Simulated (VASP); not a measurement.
# AlNi2 (P-3m1) in VASP: notebook, part 2 of 2

VASP 6.6.1. The steps go on from the part before.

**3. Single point, PBEsol**

INCAR

```
PREC     = Accurate       # precision mode
ENCUT    = 520            # plane-wave cutoff, eV
EDIFF    = 1E-6           # SCF threshold, eV
ISMEAR   = 0              # smearing method
SIGMA    = 0.1            # smearing width, eV
LREAL    = F              # projectors in reciprocal space
LASPH    = T              # aspherical terms in the spheres
NELM     = 100            # most SCF steps
ALGO     = Fast           # electronic algorithm
ISIF     = 2              # what is computed and relaxed
LWAVE    = F              # write WAVECAR
LCHARG   = T              # write CHGCAR
GGA      = PS             # functional
LELF     = T              # ELF
LVHAR    = T            
NBANDS   = 32             # bands
```

KPOINTS

```
Automatic mesh
0
Gamma
  18 18 12
```

POSCAR

```
AlNi2
1.0
    3.9740030242      0.0000000000      0.0000000000
   -1.9870015121      3.4415875737      0.0000000000
    0.0000000000      0.0000000000      4.9042588200
Al Ni
2 4
Direct
    0.3333333333      0.6666666667      0.1898740600
    0.6666666667      0.3333333333      0.8101259400
    0.3333333333      0.6666666667      0.6851100400
    0.6666666667      0.3333333333      0.3148899600
    0.0000000000      0.0000000000      0.5000000000
    0.0000000000      0.0000000000      0.0000000000
```

Potentials or basis: VASP PAW PBE potentials, release 64 (Al, Ni).

The run is started by

```sh
cat potpaw_PBE.64/Al/POTCAR potpaw_PBE.64/Ni/POTCAR > POTCAR
mpirun -np 1 vasp_std > vasp.out
```

OUTCAR:

```text
PREC = Accurate
   ENCUT = 520
   EDIFF = 1E-6
   ISMEAR = 0
   LREAL = F
   LASPH = T
   NELM = 100
   ISIF = 2
   GGA = PS

 ion  position               nearest neighbor table
   1  0.333  0.667  0.190-   4 2.37   4 2.37   4 2.37   3 2.43   3 2.48   6 2.48   6 2.48   6 2.48
                             5 2.75   5 2.75   5 2.75   2 2.96   2 2.96   2 2.96
   2  0.667  0.333  0.810-   3 2.37   3 2.37   3 2.37   4 2.43   4 2.48   6 2.48   6 2.48   6 2.48
                             5 2.75   5 2.75   5 2.75   1 2.96   1 2.96   1 2.96
   3  0.333  0.667  0.685-   2 2.37   2 2.37   2 2.37   1 2.43   5 2.47   5 2.47   5 2.47   1 2.48
                             6 2.77   6 2.77   6 2.77   4 2.93   4 2.93   4 2.93
   4  0.667  0.333  0.315-   1 2.37   1 2.37   1 2.37   2 2.43   5 2.47   5 2.47   5 2.47   2 2.48
                             6 2.77   6 2.77   6 2.77   3 2.93   3 2.93   3 2.93
   5  0.000  0.000  0.500-   6 2.45   6 2.45   3 2.47   4 2.47   4 2.47   3 2.47   4 2.47   3 2.47
                             1 2.75   2 2.75   1 2.75   2 2.75   2 2.75   1 2.75
   6  0.000  0.000  0.000-   5 2.45   5 2.45   1 2.48   2 2.48   2 2.48   1 2.48   2 2.48   1 2.48
                             3 2.77   4 2.77   4 2.77   3 2.77   3 2.77   4 2.77

  LATTYP: Found a hexagonal cell.
 ALAT       =     3.9740030242
 C/A-ratio  =     1.2340853266

  Lattice vectors:

 A1 = (   3.9740030242,   0.0000000000,   0.0000000000)
 A2 = (  -1.9870015121,   3.4415875737,   0.0000000000)
 A3 = (   0.0000000000,   0.0000000000,   4.9042588200)

Analysis of symmetry for initial positions (statically):
=====================================================================
 Subroutine PRICEL returns:
 Original cell was already a primitive cell.

 Routine SETGRP: Setting up the symmetry group for a
 hexagonal supercell.

 Subroutine GETGRP returns: Found 12 space group operations
 (whereof 12 operations were pure point group operations)
 out of a pool of 24 trial point group operations.

The static configuration has the point symmetry D_3d.

Analysis of symmetry for dynamics (positions and initial velocities):
=====================================================================
 Subroutine PRICEL returns:
 Original cell was already a primitive cell.

 Routine SETGRP: Setting up the symmetry group for a
 hexagonal supercell.

 Subroutine GETGRP returns: Found 12 space group operations
 (whereof 12 operations were pure point group operations)
 out of a pool of 24 trial point group operations.

The dynamic configuration has the point symmetry D_3d.

 Subroutine INISYM returns: Found 12 space group operations
 (whereof 12 operations are pure point group operations),
 and found     1 'primitive' translations

----------------------------------------------------------------------------------------

                                     Primitive cell

  volume of cell :      67.0750

  direct lattice vectors                    reciprocal lattice vectors
     3.974003024  0.000000000  0.000000000     0.251635440  0.145281789  0.000000000
    -1.987001512  3.441587574  0.000000000     0.000000000  0.290563578  0.000000000
     0.000000000  0.000000000  4.904258820     0.000000000  0.000000000  0.203904410

  length of vectors
     3.974003024  3.974003024  4.904258820     0.290563578  0.290563578  0.203904410

[... 42 lines left out ...]

 Following reciprocal coordinates:
            Coordinates               Weight
  0.000000  0.000000  0.000000      1.000000
  0.055556 -0.000000  0.000000      6.000000
  0.111111 -0.000000  0.000000      6.000000
  0.166667  0.000000  0.000000      6.000000
  0.222222 -0.000000  0.000000      6.000000
  0.277778  0.000000  0.000000      6.000000
[... 16 lines left out ...]
  0.333333  0.111111  0.000000     12.000000
  0.388889  0.111111  0.000000     12.000000
 [... further k-points ...]
   k-points           NKPTS =    394   k-points in BZ     NKDIM =    394   number of bands    NBANDS=     32
   number of dos      NEDOS =    301   number of ions     NIONS =      6
   total plane-waves  NPLWV =  32400
   dimension x,y,z NGX =    30 NGY =   30 NGZ =   36
   dimension x,y,z NGXF=    60 NGYF=   60 NGZF=   72
   ions per type =               2   4
   NGX,Y,Z   is equivalent  to a cutoff of  12.55, 12.55, 12.20 a.u.
   NGXF,Y,Z  is equivalent  to a cutoff of  25.10, 25.10, 24.41 a.u.
 SYSTEM =  unknown system
   PREC   = accura    normal or accurate (medium, high low for compatibility)
   ISTART =      0    job   : 0-new  1-cont  2-samecut
   ICHARG =      2    charge: 1-file 2-atom 10-const
   ISPIN  =      1    spin polarized calculation?
   LNONCOLLINEAR =      F non collinear calculations
   LSORBIT =      F    spin-orbit coupling
   LASPH  =      T    aspherical Exc in radial PAW
   ENCUT  =  520.0 eV  38.22 Ry    6.18 a.u.   7.39  7.39  9.12*2*pi/ulx,y,z
   NELM   =    100;   NELMIN=  2; NELMDL= -5     # of ELM steps
   EDIFF  = 0.1E-05   stopping-criterion for ELM
   LREAL  =      F    real-space projection
   EDIFFG = 0.1E-04   stopping-criterion for IOM
   NSW    =      0    number of steps for IOM
   IBRION =     -1    ionic relax: 0-MD 1-quasi-New 2-CG
   NFREE  =      0    steps in history (QN), initial steepest desc. (CG)
   ISIF   =      2    stress and relaxation
   ISYM   =      2    0-nonsym 1-usesym 2-fastsym
   POTIM  = 0.5000    time-step for ionic-motion
   TEBEG  =    0.0;   TEEND  =   0.0 temperature during run
   PSTRESS=    0.0 pullay stress
   NELECT =      46.0000    total number of electrons
   NUPDOWN=      -1.0000    fix difference up-down
   EMIN   =  10.00;   EMAX   =-10.00  energy-range for DOS
   EFERMI =   0.00;   METHOD = LEGACY
   ISMEAR =     0;   SIGMA  =   0.10  broadening in eV -4-tet -1-fermi 0-gaus
   EFERMI_NEDOS =   21; number of points for ismear=-14 and -15
   IALGO  =     68    algorithm
   IMIX   =      4    mixing-type and parameters
     AMIX     =   0.40;   BMIX     =  1.00
     AMIX_MAG =   1.60;   BMIX_MAG =  1.00
  volume/ion in A,a.u.               =      11.18        75.44
  Fermi-wavevector in a.u.,A,eV,Ry     =   1.443690  2.728179 28.357821  2.084241
  Thomas-Fermi vector in A             =   2.562069
   LORBIT       =      0    0 simple, 1 ext, 2 COOP (PROOUT), +10 PAW based schemes
   GGA     = PS    functional components
   LHFCALC =     F    Hartree Fock is set to
   AEXX    =    0.0000 exact exchange contribution
   IVDW    =     0    specifies the selected vdW correction
   LEPSILON=     F    determine dielectric tensor
   LRPA    =     F    only Hartree local field effects (RPA)
 non-spin polarized calculation
 RMM-DIIS sequential band-by-band and
 Gauss-broadening in eV      SIGMA  =   0.10
  energy-cutoff  :      520.00
  volume of cell :       67.07
 maximum number of plane-waves:      1841
 NGX is ok and might be reduce to    30
   NGX = 15   NGY = 15   NGZ = 19

 number of electron      46.0000031 magnetization

 Free energy of the ion-electron system (eV)
  ---------------------------------------------------
  ext. energy  EPLUGINS =         0.00000000
  ---------------------------------------------------
  free energy    TOTEN  =       -35.82325070 eV

  energy without entropy =      -35.80842514  energy(sigma->0) =      -35.81583792

 E-fermi :   9.9557     XC(G=0): -12.7479

 val. band max:        9.9523450873   @ k =   0.3333   0.1111   0.5000
 cond. band min:       9.9592979900   @ k =   0.3333   0.0556   0.5000
 fundamental gap:      0.0069529027
 Fermi energy:         9.9557365311

 k-point     1 :       0.0000    0.0000    0.0000
  band No.  band energies     occupation
      1      -0.6622      2.00000
      2       4.6738      2.00000
      3       4.8337      2.00000
      4       6.1318      2.00000
      5       6.1318      2.00000
      6       6.6053      2.00000
[... 829 lines left out ...]
     31      18.4833      0.00000
     32      18.9529      0.00000

 [... further k-points ...]
[... 5 lines left out ...]
  --------------------------------------------------------------------------------------
  -------------------------------------------------------------------------------------
  Total        0.1091069      0.1091069      0.0717337     -0.0000000      0.0000000     -0.0000000
  in kB        2.6061681      2.6061681      1.7134571     -0.0000000      0.0000000     -0.0000000
  external PRESSURE =       2.3085978 kB  Pullay stress =       0.0000000 kB

 VOLUME and BASIS-vectors are now :
 -----------------------------------------------------------------------------
  energy-cutoff  :      520.00
  volume of cell :       67.07
      direct lattice vectors                 reciprocal lattice vectors
     3.974003024  0.000000000  0.000000000     0.251635440  0.145281789  0.000000000
    -1.987001512  3.441587574  0.000000000     0.000000000  0.290563578  0.000000000
     0.000000000  0.000000000  4.904258820     0.000000000  0.000000000  0.203904410

 POSITION                                       TOTAL-FORCE (eV/Angst)
 -----------------------------------------------------------------------------------
     -0.00000      2.29439      0.93119        -0.000000      0.000000      0.063986
      1.98700      1.14720      3.97307         0.000000      0.000000     -0.063986
     -0.00000      2.29439      3.35996         0.000000     -0.000000      0.006235
      1.98700      1.14720      1.54430        -0.000000      0.000000     -0.006235
      0.00000      0.00000      2.45213        -0.000000      0.000000     -0.000000
      0.00000      0.00000      0.00000        -0.000000      0.000000     -0.000000
 -----------------------------------------------------------------------------------
    total drift:                                0.000000     -0.000000      0.000000

  FREE ENERGIE OF THE ION-ELECTRON SYSTEM (eV)
  ---------------------------------------------------
  free  energy   TOTEN  =       -35.8232507036 eV

  energy  without entropy=      -35.8084251379  energy(sigma->0) =      -35.81583792
```

It took 19 min on 1 thread of Intel Xeon Platinum 8259CL at 2.50GHz (Skylake/Cascade Lake), shared host; peak memory 0.69 GiB.

Results:

| Item | Value |
| --- | --- |
| Free energy | -35.8233 eV |
| Pressure | 0.2 GPa |
| Largest force | 0.064 eV/Å |
| Band gap on the k mesh | zero (band 23 reaches 13.83 eV, above the bottom of band 24 at 9.63 eV) |

Forces on the atoms (eV/Å):
```
Al   0.000  0.000  0.064
Al   0.000  0.000 -0.064
Ni   0.000  0.000  0.006
Ni   0.000  0.000 -0.006
Ni   0.000  0.000  0.000
Ni   0.000  0.000  0.000
```

Levels at points of the mesh, in eV from the Fermi level:
| k point | band 19 | band 20 | band 21 | band 22 | band 23 | band 24 | band 25 | band 26 | band 27 | band 28 |
| --- | --- | --- | --- | --- | --- | --- | --- | --- | --- | --- |
| (0.00, 0.00, 0.00) | -0.65 | -0.65 | -0.54 | -0.54 | 0.71 | 3.15 | 3.15 | 3.86 | 3.86 | 4.88 |
| (0.50, 0.00, 0.00) | -0.98 | -0.79 | -0.73 | -0.63 | -0.55 | -0.31 | 0.99 | 1.78 | 3.41 | 3.86 |
| (0.00, 0.00, 0.50) | -0.73 | -0.73 | -0.68 | -0.68 | 3.87 | 4.00 | 4.00 | 4.26 | 4.26 | 5.16 |
| (0.50, 0.00, 0.50) | -1.19 | -0.96 | -0.79 | -0.63 | -0.37 | -0.26 | 1.71 | 1.81 | 3.36 | 4.83 |

Caveat: the PAW data sets were made with another functional, which shifts forces and pressure a little.

**4. Single point, PBEsol**

INCAR

```
SYSTEM = AlNi2
ALGO = Fast
EDIFF = 1E-6
ENCUT = 520
GGA = PS
ISIF = 2
ISMEAR = 0
LASPH = .True.
LCHARG = .False.
LREAL = .False.
LWAVE = .False.
NBANDS = 32
NELM = 60
PREC = Accurate
SIGMA = 0.1
```

KPOINTS

```
k-points
0
Gamma
  12 12 8
  0 0 0
```

POSCAR

```
AlNi2
1.0
    3.9740030242      0.0000000000      0.0000000000
   -1.9870015121      3.4415875737      0.0000000000
    0.0000000000      0.0000000000      4.9042588200
Al Ni
2 4
Direct
    0.3333333300      0.6666666700      0.1898740600
    0.6666666700      0.3333333300      0.8101259400
    0.3333333300      0.6666666700      0.6851100400
    0.6666666700      0.3333333300      0.3148899600
    0.0000000000      0.0000000000      0.5000000000
    0.0000000000      0.0000000000      0.0000000000
```

The run is started by

```sh
cat potpaw_PBE.64/Al/POTCAR potpaw_PBE.64/Ni/POTCAR > POTCAR
mpirun -np 1 vasp_std > vasp.out
```

Wall time 3.8 min (1 thread of Intel Xeon Platinum 8488C (Sapphire Rapids), shared host); peak memory 0.33 GiB.

The run converged. Its results:

```
Free energy            : -35.8243 eV
Pressure               : 0.2 GPa
Largest force          : 0.064 eV/Å
Band gap on the k mesh : zero (band 23 reaches 13.83 eV, above the bottom of band 24 at 9.60 eV)
```

Forces on the atoms (eV/Å):
```
Al   0.000  0.000  0.064
Al   0.000  0.000 -0.064
Ni   0.000  0.000  0.008
Ni   0.000  0.000 -0.008
Ni   0.000  0.000  0.000
Ni   0.000  0.000  0.000
```

Levels at points of the mesh, in eV from the Fermi level:
```
           k point  band 21  band 22  band 23  band 24  band 25  band 26
(0.00, 0.00, 0.00)    -0.54    -0.54     0.70     3.14     3.14     3.85
(0.50, 0.00, 0.00)    -0.73    -0.63    -0.55    -0.31     0.98     1.78
(0.00, 0.00, 0.50)    -0.68    -0.68     3.87     4.00     4.00     4.25
(0.50, 0.00, 0.50)    -0.79    -0.64    -0.37    -0.27     1.71     1.81
```

Caveat: the PAW data sets were made with another functional, which shifts forces and pressure a little.

**5. Summary**

| k mesh | gap on the mesh (eV) | pressure (GPa) | largest force (eV/Å) |
| --- | --- | --- | --- |
| 1 × 1 × 1 | 0.73 | 3.3 | 1.34 |
| 18 × 18 × 12 | none | 0.2 | 0.06 |
| 12 × 12 × 8 | none | 0.2 | 0.06 |

Alike in all rows: task single point; level PBEsol; potentials or basis VASP PAW PBE potentials, release 64 (Al, Ni); no spin polarisation; cell as given; cutoff (eV) 520; smearing gaussian 0.1 eV.

Caveats: some runs use coarse meshes; the PAW data sets were made with another functional, which shifts forces and pressure a little.

Absolute energies hang on the potentials; compare differences alone.
